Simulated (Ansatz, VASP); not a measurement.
NaVS2: VASP beside Ansatz

INCAR

```
ALGO = Normal
EDIFF = 1E-6
ENCUT = 520
GGA = CA
ISIF = 2
ISMEAR = -1
LASPH = T
LCHARG = F
LREAL = F
LWAVE = F
NBANDS = 24
NELM = 100
PREC = Accurate
SIGMA = 0.03
```

File KPOINTS:

```
k-points
0
Gamma
  11 11 11
```

File POSCAR:

```
NaVS2
1.0
    1.6841280448      0.9723317800      6.0474836354
   -1.6841280448      0.9723317800      6.0474836354
    0.0000000000     -1.9446635600      6.0474836354
Na V S
1 1 2
Direct
    0.5000000000      0.5000000000      0.5000000000
    0.0000000000      0.0000000000      0.0000000000
    0.2643788700      0.2643788700      0.2643788700
    0.7356211300      0.7356211300      0.7356211300
```

Input for Ansatz:

```yaml
crystal:
  lattice:
    - [1.6841280448, 0.97233178, 6.0474836354]
    - [-1.6841280448, 0.97233178, 6.0474836354]
    - [0.0, -1.94466356, 6.0474836354]
  atoms:
    - { symbol: Na, position: [0.5, 0.5, 0.5] }
    - { symbol: V, position: [0.0, 0.0, 0.0] }
    - { symbol: S, position: [0.26437887, 0.26437887, 0.26437887] }
    - { symbol: S, position: [0.73562113, 0.73562113, 0.73562113] }
kpoints:
  mp_grid: { grid: [11, 11, 11] }
scf:
  occupations: { method: fermi_dirac, width: 0.03 }
hamiltonian:
  xc: lda
  pseudopotentials: { kind: paw }
output:
  forces: true
  stress: true
  eigenvalues: true
```

Change from the starting cell: volume scaled by 0.82, no spin polarisation, PAW files.

Alike in both runs: task single point; functional LDA; k mesh 11 × 11 × 11; occupations fermi-dirac, width 0.03 eV; no spin polarisation.

|  | VASP | Ansatz |
| --- | --- | --- |
| version | VASP 6.6.1 | Ansatz 0.2.0 |
| potentials or method | VASP PAW LDA potentials, release 64 (Na_pv, V_sv, S) | PAW with Ansatz's default frozen-core files, scalar-relativistic |
| plane-wave cutoff (eV) | 520 | 420 |
| valence electrons in the cell | 32 | 34 |

```tsv
	VASP	Ansatz	Ansatz less VASP
pressure (GPa)	8.5	8.5	-0.08
traceless stress, the component that is largest in VASP (GPa)	6.48	6.49	+0.010
rms of the force components (eV/Å)	0.430	0.426	-0.0046
```

LDA's correlation is that of Perdew and Zunger in VASP and of Perdew and Wang (1992) in Ansatz. Atom by atom the forces differ by 0.005 eV/Å (rms over components). VASP's potentials hold 32 valence electrons a cell and Ansatz's 34, so a difference there can come from the potentials and not from the codes.
